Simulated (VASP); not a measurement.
Wanted: the native input for a VASP 6.6.1 run.

```
Task                   : dielectric tensor
Functional             : LDA
Potentials or basis    : VASP PAW LDA potentials, release 64 (Sn_d, Se)
Cutoff                 : 520 eV
k mesh                 : 8 × 8 × 8
Occupations            : gaussian, width 0.01 eV
Spin                   : no spin polarisation
Dipole correction      : no
Further INCAR settings : ALGO = Normal; EDIFF = 1e-08
```

The structure of SnSe lies in POSCAR:

```
SnSe
1.0
    0.0000000000      3.0100000000      3.0100000000
    3.0100000000      0.0000000000      3.0100000000
    3.0100000000      3.0100000000      0.0000000000
Sn Se
1 1
Direct
    0.0000000000      0.0000000000      0.0000000000
    0.5000000000      0.5000000000      0.5000000000
```

These files were run (other wordings do the same):

INCAR

```
PREC = Accurate
ENCUT = 520
EDIFF = 1E-8
ISMEAR = 0
SIGMA = 0.01
LREAL = F
LASPH = T
NELM = 80
ALGO = Normal
ISIF = 2
LWAVE = F
LCHARG = F
GGA = CA
LEPSILON = T
```

KPOINTS

```
regular mesh
0
Gamma
  8 8 8
```

Potentials or basis: VASP PAW LDA potentials, release 64 (Sn_d, Se).

Run with:

```sh
$ cat potpaw_LDA.64/Sn_d/POTCAR potpaw_LDA.64/Se/POTCAR > POTCAR
$ mpirun -np 1 vasp_std > vasp.out
```

Results of the run:

| Quantity | Value |
| --- | --- |
| Band gap on the k mesh | 0.63 eV |
| Electronic dielectric tensor (diagonal) | 28.67 |
| Born charges (mean of the diagonal) | Sn +5.82; Se -5.82 e |

Caveat: the gap is small at this level, which inflates the dielectric constant; semilocal functionals underestimate gaps, and a narrow one can read as zero; spin-orbit coupling is left out, which moves the levels of the heavy elements.

It took 5.5 min on 1 thread of Intel Xeon 8259CL, with other jobs on the host, peak memory 0.27 GiB.
